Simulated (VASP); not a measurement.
# Ir (I4/mmm) in VASP: notebook

The runs below take Ir through single point, with PBE.

Everything below comes from runs of VASP 6.6.1. Logs are shortened: lines on timing, memory, paths and dates and some standing lists are left out, and cuts for length are marked.

### 1 The cell of the first run

The structure is tetragonal, space group I4/mmm (No. 139). Conventional cell: a = 2.783 Å, b = 2.783 Å, c = 3.647 Å, α = 90.00°, β = 90.00°, γ = 90.00°. Ir (site symmetry 4/mmm) has 12 Ir at 2.68 to 2.78 Å within 3.5 Å.

### 2 Single point, PBE (strain +0.025 along x and y, -0.050 along z)

File INCAR:

```
  PREC = Accurate
  ENCUT = 520
  EDIFF = 1E-7
  ISMEAR = 0
  SIGMA = 0.15
  LREAL = F
  LASPH = T
  NELM = 80
  ALGO = Normal
  ISIF = 2
  LWAVE = F
  LCHARG = F
  GGA = PE
  NBANDS = 10
```

File KPOINTS:

```
Automatic mesh
0
Gamma
  22 22 22
```

File POSCAR:

```
Ir
1.0
    0.0000000000      1.9676925000      1.8237150000
    1.9676925000      0.0000000000      1.8237150000
    1.9676925000      1.9676925000      0.0000000000
Ir
1
Direct
    0.0000000000      0.0000000000      0.0000000000
```

Potentials or basis: VASP PAW PBE potentials, release 64 (Ir).

Started as:

```sh
> cat potpaw_PBE.64/Ir/POTCAR > POTCAR
> mpirun -np 1 vasp_std > vasp.out
```

OUTCAR:

```text
PREC = Accurate
   ENCUT = 520
   EDIFF = 1E-7
   ISMEAR = 0
   LREAL = F
   LASPH = T
   NELM = 80
   ISIF = 2
   GGA = PE

 ion  position               nearest neighbor table
   1  0.000  0.000  0.000-

  LATTYP: Found a body centered tetragonal cell.
 ALAT       =     2.7827374201
 C/A-ratio  =     1.3107345212

  Lattice vectors:

 A1 = (   0.0000000000,  -1.9676925000,  -1.8237150000)
 A2 = (   0.0000000000,   1.9676925000,  -1.8237150000)
 A3 = (   1.9676925000,   0.0000000000,   1.8237150000)

Analysis of symmetry for initial positions (statically):
=====================================================================
 Subroutine PRICEL returns:
 Original cell was already a primitive cell.

 Routine SETGRP: Setting up the symmetry group for a
 body centered tetragonal supercell.

 Subroutine GETGRP returns: Found 16 space group operations
 (whereof 16 operations were pure point group operations)
 out of a pool of 16 trial point group operations.

The static configuration has the point symmetry D_4h.

Analysis of symmetry for dynamics (positions and initial velocities):
=====================================================================
 Subroutine PRICEL returns:
 Original cell was already a primitive cell.

 Routine SETGRP: Setting up the symmetry group for a
 body centered tetragonal supercell.

 Subroutine GETGRP returns: Found 16 space group operations
 (whereof 16 operations were pure point group operations)
 out of a pool of 16 trial point group operations.

The dynamic configuration has the point symmetry D_4h.

 Subroutine INISYM returns: Found 16 space group operations
 (whereof 16 operations are pure point group operations),
 and found     1 'primitive' translations

----------------------------------------------------------------------------------------

                                     Primitive cell

  volume of cell :      14.1222

  direct lattice vectors                    reciprocal lattice vectors
     0.000000000  1.967692500  1.823715000    -0.254104745  0.254104745  0.274165645
     1.967692500  0.000000000  1.823715000     0.254104745 -0.254104745  0.274165645
     1.967692500  1.967692500  0.000000000     0.254104745  0.254104745 -0.274165645

  length of vectors
     2.682862310  2.682862310  2.782737420     0.452001376  0.452001376  0.452001376

  position of ions in fractional coordinates (direct lattice)
     0.000000000  0.000000000  0.000000000
[... 80 lines left out ...]
   IBRION =     -1    ionic relax: 0-MD 1-quasi-New 2-CG
   NFREE  =      0    steps in history (QN), initial steepest desc. (CG)
   ISIF   =      2    stress and relaxation
   ISYM   =      2    0-nonsym 1-usesym 2-fastsym
   POTIM  = 0.5000    time-step for ionic-motion
   TEBEG  =    0.0;   TEEND  =   0.0 temperature during run
   PSTRESS=    0.0 pullay stress
   NELECT =       9.0000    total number of electrons
   NUPDOWN=      -1.0000    fix difference up-down
   EMIN   =  10.00;   EMAX   =-10.00  energy-range for DOS
   EFERMI =   0.00;   METHOD = LEGACY
   ISMEAR =     0;   SIGMA  =   0.15  broadening in eV -4-tet -1-fermi 0-gaus
   EFERMI_NEDOS =   21; number of points for ismear=-14 and -15
   IALGO  =     38    algorithm
   IMIX   =      4    mixing-type and parameters
     AMIX     =   0.40;   BMIX     =  1.00
     AMIX_MAG =   1.60;   BMIX_MAG =  1.00
  volume/ion in A,a.u.               =      14.12        95.30
  Fermi-wavevector in a.u.,A,eV,Ry     =   1.408819  2.662282 27.004448  1.984771
  Thomas-Fermi vector in A             =   2.530938
   LORBIT       =      0    0 simple, 1 ext, 2 COOP (PROOUT), +10 PAW based schemes
   GGA     = PE    functional components
   LHFCALC =     F    Hartree Fock is set to
   AEXX    =    0.0000 exact exchange contribution
   IVDW    =     0    specifies the selected vdW correction
   LEPSILON=     F    determine dielectric tensor
   LRPA    =     F    only Hartree local field effects (RPA)
 non-spin polarized calculation
 Gauss-broadening in eV      SIGMA  =   0.15
  energy-cutoff  :      520.00
  volume of cell :       14.12
 maximum number of plane-waves:       402
   NGX =  9   NGY =  9   NGZ = 11

 number of electron       9.0000000 magnetization

 Free energy of the ion-electron system (eV)
  ---------------------------------------------------
  ext. energy  EPLUGINS =         0.00000000
  ---------------------------------------------------
  free energy    TOTEN  =        -8.77831136 eV

  energy without entropy =       -8.76629095  energy(sigma->0) =       -8.77230116

 E-fermi :  10.3972     XC(G=0): -13.9969

 val. band max:       10.3963591905   @ k =   0.3636   0.0000   0.0000
 cond. band min:      10.4021871157   @ k =   0.3636  -0.0000   0.2727
 fundamental gap:      0.0058279252
 Fermi energy:        10.3972043749

 k-point     1 :       0.0000    0.0000    0.0000
  band No.  band energies     occupation
      1      -0.6997      2.00000
      2       6.2767      2.00000
      3       6.2767      2.00000
      4       7.2067      2.00000
      5       8.5774      2.00000
      6       9.8062      2.00000
      7      24.8644      0.00000
      8      29.5542      0.00000
      9      29.5542      0.00000
     10      32.1285      0.00000
[... 287 lines left out ...]
 k-point    24 :      -0.4545    0.0455    0.0000
  band No.  band energies     occupation
      1       2.4078      2.00000
      2       6.0048      2.00000
      3       6.9033      2.00000
      4       9.1495      2.00000
      5      11.4786      0.00000
      6      11.4812      0.00000
      7      18.0026      0.00000
      8      24.4475      0.00000
      9      29.8222      0.00000
     10      30.8316      0.00000

 [... further k-points ...]

------------------------ aborting loop because EDIFF is reached ----------------------------------------

  FORCE on cell =-STRESS in cart. coord.  units (eV):
  Direction    XX          YY          ZZ          XY          YZ          ZX
  --------------------------------------------------------------------------------------
  -------------------------------------------------------------------------------------
  Total        0.2482349      0.2482349      2.6104631      0.0000000     -0.0000000     -0.0000000
  in kB       28.1625514     28.1625514    296.1602179      0.0000000     -0.0000000     -0.0000000
  external PRESSURE =     117.4951069 kB  Pullay stress =       0.0000000 kB

 VOLUME and BASIS-vectors are now :
 -----------------------------------------------------------------------------
  energy-cutoff  :      520.00
  volume of cell :       14.12
      direct lattice vectors                 reciprocal lattice vectors
     0.000000000  1.967692500  1.823715000    -0.254104745  0.254104745  0.274165645
     1.967692500  0.000000000  1.823715000     0.254104745 -0.254104745  0.274165645
     1.967692500  1.967692500  0.000000000     0.254104745  0.254104745 -0.274165645

 POSITION                                       TOTAL-FORCE (eV/Angst)
 -----------------------------------------------------------------------------------
      0.00000      0.00000      0.00000         0.000000     -0.000000      0.000000
 -----------------------------------------------------------------------------------
    total drift:                                0.000000     -0.000000      0.000000

  FREE ENERGIE OF THE ION-ELECTRON SYSTEM (eV)
  ---------------------------------------------------
  free  energy   TOTEN  =        -8.7783113561 eV

  energy  without entropy=       -8.7662909546  energy(sigma->0) =       -8.77230116
```

OSZICAR:

```text
N       E                     dE             d eps       ncg     rms          rms(c)
DAV:   1     0.482888354143E+02    0.48289E+02   -0.43991E+03 16808   0.822E+02
DAV:   2    -0.842907238454E+01   -0.56718E+02   -0.53909E+02 17000   0.197E+02
DAV:   3    -0.931608129441E+01   -0.88701E+00   -0.88434E+00 19384   0.300E+01
DAV:   4    -0.932424647810E+01   -0.81652E-02   -0.81636E-02 18842   0.268E+00
DAV:   5    -0.932440895544E+01   -0.16248E-03   -0.16247E-03 19154   0.363E-01    0.154E+01
DAV:   6    -0.887061434639E+01    0.45379E+00   -0.77884E-01 18696   0.109E+01    0.642E+00
DAV:   7    -0.878438137579E+01    0.86233E-01   -0.26064E-01 19882   0.577E+00    0.151E+00
DAV:   8    -0.878070267653E+01    0.36787E-02   -0.22769E-03 18250   0.536E-01    0.916E-01
DAV:   9    -0.877830409136E+01    0.23986E-02   -0.17224E-03 18954   0.581E-01    0.153E-02
DAV:  10    -0.877831095632E+01   -0.68650E-05   -0.99228E-06 23278   0.292E-02    0.211E-02
DAV:  11    -0.877831139035E+01   -0.43403E-06   -0.65902E-07 18664   0.973E-03    0.692E-04
DAV:  12    -0.877831135615E+01    0.34200E-07   -0.11350E-08 10164   0.105E-03
   1 F= -.87783114E+01 E0= -.87723012E+01  d E =-.120204E-01
```

stdout:

```text
POSCAR found type information on POSCAR Ir
 POSCAR found :  1 types and       1 ions
 scaLAPACK will be used
 LDA part: xc-table for (Slater+PW92), standard interpolation
 POSCAR, INCAR and KPOINTS ok, starting setup
 FFT: planning ... GRIDC
 FFT: planning ... GRID_SOFT
 FFT: planning ... GRID
 WAVECAR not read
 entering main loop
```

It took 53 s on 1 thread of Intel Xeon Platinum 8488C (Sapphire Rapids), shared host; peak memory 0.24 GiB.

Results:

```yaml
Free_energy: -8.7783 eV
Pressure: 11.7 GPa
```

Caveat: the cell differs from its parent crystal (strain +0.025 along x and y, -0.050 along z); spin-orbit coupling is left out, which moves the levels of the heavy elements.

### 3 Single point, PBE (strain +0.025 along x and y, -0.025 along z)

File INCAR:

```
SYSTEM = Ir
PREC = Accurate
ENCUT = 520
EDIFF = 1E-6
ISMEAR = 0
SIGMA = 0.15
LREAL = .False.
LASPH = .True.
NELM = 100
ALGO = Normal
ISIF = 2
LWAVE = .False.
LCHARG = .False.
GGA = PE
NBANDS = 10
```

File KPOINTS:

```
Automatic mesh
0
Gamma
  22 22 22
  0 0 0
```

File POSCAR:

```
Ir
1.0
    0.0000000000      1.9676925000      1.8717075000
    1.9676925000      0.0000000000      1.8717075000
    1.9676925000      1.9676925000      0.0000000000
Ir
1
Direct
    0.0000000000      0.0000000000      0.0000000000
```

Potentials or basis: VASP PAW PBE potentials, release 64 (Ir).

Started as:

```sh
> cat potpaw_PBE.64/Ir/POTCAR > POTCAR
> mpirun -np 1 vasp_std > vasp.out
```

OUTCAR:

```text
SYSTEM = Ir
   PREC = Accurate
   ENCUT = 520
   EDIFF = 1E-6
   ISMEAR = 0
   LREAL = .False.
   LASPH = .True.
   NELM = 100
   ISIF = 2
   GGA = PE

 ion  position               nearest neighbor table
   1  0.000  0.000  0.000-

  LATTYP: Found a body centered tetragonal cell.
 ALAT       =     2.7827374201
 C/A-ratio  =     1.3452275349

  Lattice vectors:

 A1 = (   0.0000000000,  -1.9676925000,  -1.8717075000)
 A2 = (   0.0000000000,   1.9676925000,  -1.8717075000)
[... 492 lines left out ...]

 [... further k-points ...]

------------------------ aborting loop because EDIFF is reached ----------------------------------------

  FORCE on cell =-STRESS in cart. coord.  units (eV):
  Direction    XX          YY          ZZ          XY          YZ          ZX
  --------------------------------------------------------------------------------------
  -------------------------------------------------------------------------------------
  Total       -0.3962154     -0.3962154      1.1280074      0.0000000      0.0000000     -0.0000000
  in kB      -43.7985285    -43.7985285    124.6924327      0.0000000      0.0000000     -0.0000000
  external PRESSURE =      12.3651252 kB  Pullay stress =       0.0000000 kB

 VOLUME and BASIS-vectors are now :
 -----------------------------------------------------------------------------
  energy-cutoff  :      520.00
  volume of cell :       14.49
      direct lattice vectors                 reciprocal lattice vectors
     0.000000000  1.967692500  1.871707500    -0.254104745  0.254104745  0.267135757
     1.967692500  0.000000000  1.871707500     0.254104745 -0.254104745  0.267135757
     1.967692500  1.967692500  0.000000000     0.254104745  0.254104745 -0.267135757

 POSITION                                       TOTAL-FORCE (eV/Angst)
 -----------------------------------------------------------------------------------
      0.00000      0.00000      0.00000         0.000000      0.000000     -0.000000
 -----------------------------------------------------------------------------------
    total drift:                                0.000000     -0.000000      0.000000

  FREE ENERGIE OF THE ION-ELECTRON SYSTEM (eV)
  ---------------------------------------------------
  free  energy   TOTEN  =        -8.8268434410 eV

  energy  without entropy=       -8.8143652099  energy(sigma->0) =       -8.82060433
```

OSZICAR:

```text
N       E                     dE             d eps       ncg     rms          rms(c)
DAV:   1     0.482436720460E+02    0.48244E+02   -0.43625E+03 16792   0.817E+02
DAV:   2    -0.847253381261E+01   -0.56716E+02   -0.53764E+02 17068   0.195E+02
DAV:   3    -0.938136092584E+01   -0.90883E+00   -0.90561E+00 19548   0.302E+01
DAV:   4    -0.938962904523E+01   -0.82681E-02   -0.82665E-02 18874   0.268E+00
DAV:   5    -0.938979562627E+01   -0.16658E-03   -0.16658E-03 19066   0.365E-01    0.143E+01
DAV:   6    -0.891538624940E+01    0.47441E+00   -0.86142E-01 18662   0.113E+01    0.580E+00
DAV:   7    -0.883277005203E+01    0.82616E-01   -0.25904E-01 19818   0.570E+00    0.151E+00
DAV:   8    -0.882929614450E+01    0.34739E-02   -0.22028E-03 18160   0.509E-01    0.943E-01
DAV:   9    -0.882683584093E+01    0.24603E-02   -0.16571E-03 18978   0.563E-01    0.133E-02
DAV:  10    -0.882684290771E+01   -0.70668E-05   -0.92591E-06 22706   0.275E-02    0.223E-02
DAV:  11    -0.882684344104E+01   -0.53333E-06   -0.63304E-07 11930   0.975E-03
   1 F= -.88268434E+01 E0= -.88206043E+01  d E =-.124782E-01
```

stdout:

```text
POSCAR found type information on POSCAR Ir
 POSCAR found :  1 types and       1 ions
 scaLAPACK will be used
 LDA part: xc-table for (Slater+PW92), standard interpolation
 POSCAR, INCAR and KPOINTS ok, starting setup
 FFT: planning ... GRIDC
 FFT: planning ... GRID_SOFT
 FFT: planning ... GRID
 WAVECAR not read
 entering main loop
```

Run time: 49 s. Hardware: 1 thread of Intel Xeon Platinum 8488C (Sapphire Rapids), shared host; peak memory 0.24 GiB.

What came out:

| Item | Value |
| --- | --- |
| Free energy | -8.8268 eV |
| Pressure | 1.2 GPa |

Levels at points of the mesh, in eV from the Fermi level:
```
           k point  band 1  band 2  band 3  band 4  band 5  band 6  band 7  band 8
(0.00, 0.00, 0.00)  -10.82   -3.89   -3.89   -3.29   -1.54   -0.74   14.45   19.34
(0.50, 0.00, 0.00)   -7.81   -4.14   -3.46   -0.65    0.70    1.07    7.08   13.89
(0.50, 0.50, 0.00)   -7.55   -7.08    0.82    1.48    1.48    2.46   11.03   11.03
(0.50, 0.00, 0.50)   -7.62   -7.00    0.84    1.12    1.40    1.71    9.79   11.69
```

Caveat: the cell differs from its parent crystal (strain +0.025 along x and y, -0.025 along z); spin-orbit coupling is left out, which moves the levels of the heavy elements.

### 4 Single point, PBE (strain +0.050 along x and y, -0.050 along z)

File INCAR:

```
PREC     = Accurate       # precision mode
ENCUT    = 520            # plane-wave cutoff, eV
EDIFF    = 1E-6           # SCF threshold, eV
ISMEAR   = 0              # smearing method
SIGMA    = 0.15           # smearing width, eV
LREAL    = False          # projectors in reciprocal space
LASPH    = True           # aspherical terms in the spheres
NELM     = 100            # most SCF steps
ALGO     = Fast           # electronic algorithm
ISIF     = 2              # what is computed and relaxed
LWAVE    = False          # write WAVECAR
LCHARG   = False          # write CHGCAR
GGA      = PE             # functional
NBANDS   = 10             # bands
```

File KPOINTS:

```
Automatic mesh
0
Gamma
  22 22 22
```

File POSCAR:

```
Ir
1.0
    0.0000000000      2.0156850000      1.8237150000
    2.0156850000      0.0000000000      1.8237150000
    2.0156850000      2.0156850000      0.0000000000
Ir
1
Direct
    0.0000000000      0.0000000000      0.0000000000
```

Started as:

```sh
> cat potpaw_PBE.64/Ir/POTCAR > POTCAR
> mpirun -np 1 vasp_std > vasp.out
```

Run time: 76 s. Hardware: 1 thread of Intel Xeon Platinum 8488C (Sapphire Rapids), shared host; peak memory 0.25 GiB.

It converged, with:

```yaml
Free_energy: -8.7507 eV
Pressure: -5.0 GPa
```

Stress tensor (GPa, compression positive):
```
-14.92   0.00   0.00
  0.00 -14.92   0.00
  0.00   0.00  14.78
```

Levels at points of the mesh, in eV from the Fermi level:
```csv
k point,band 2,band 3,band 4,band 5,band 6,band 7
"(0.00, 0.00, 0.00)",-3.87,-3.87,-2.75,-1.88,-0.42,14.63
"(0.50, 0.00, 0.00)",-4.29,-2.94,-0.56,0.48,1.24,6.94
"(0.50, 0.50, 0.00)",-6.88,0.81,1.45,1.45,3.22,10.36
"(0.50, 0.00, 0.50)",-6.67,0.71,0.80,1.11,1.85,9.14
```

Caveat: the cell differs from its parent crystal (strain +0.050 along x and y, -0.050 along z); spin-orbit coupling is left out, which moves the levels of the heavy elements.

### 5 Single point, PBE (strain +0.050 along x and y, -0.025 along z)

File INCAR:

```
ALGO = Normal ; EDIFF = 1E-7
ENCUT = 520 ; GGA = PE
ISIF = 2 ; ISMEAR = 0
LASPH = True ; LCHARG = False
LREAL = False ; LWAVE = False
NBANDS = 10 ; NELM = 100
PREC = Accurate ; SIGMA = 0.15
```

File KPOINTS:

```
k-points
0
Gamma
  22 22 22
```

File POSCAR:

```
Ir
1.0
    0.0000000000      2.0156850000      1.8717075000
    2.0156850000      0.0000000000      1.8717075000
    2.0156850000      2.0156850000      0.0000000000
Ir
1
Direct
    0.0000000000      0.0000000000      0.0000000000
```

Started as:

```sh
> cat potpaw_PBE.64/Ir/POTCAR > POTCAR
> mpirun -np 1 vasp_std > vasp.out
```

Run time: 62 s. Hardware: 1 thread of Intel Xeon Platinum 8488C (Sapphire Rapids), shared host; peak memory 0.25 GiB.

Results (log left out):

```
Free energy : -8.7699 eV
Pressure    : -13.3 GPa
```

Stress tensor (GPa, compression positive):
```
-20.34   0.00   0.00
  0.00 -20.34   0.00
  0.00   0.00   0.90
```

Levels at points of the mesh, in eV from the Fermi level:
```
           k point  band 1  band 2  band 3  band 4  band 5  band 6  band 7  band 8  band 9
(0.00, 0.00, 0.00)  -10.31   -3.67   -3.67   -2.85   -1.62   -0.54   14.58   18.95   18.95
(0.50, 0.00, 0.00)   -7.31   -3.97   -3.02   -0.51    0.55    1.07    6.64   13.90   18.54
(0.50, 0.50, 0.00)   -6.99   -6.60    0.75    1.37    1.37    2.80   10.54   10.54   10.87
(0.50, 0.00, 0.50)   -7.11   -6.47    0.73    0.89    1.29    1.66    9.01   11.56   12.26
```

Caveat: the cell differs from its parent crystal (strain +0.050 along x and y, -0.025 along z); spin-orbit coupling is left out, which moves the levels of the heavy elements.

(Continued in part 2 of 2.)
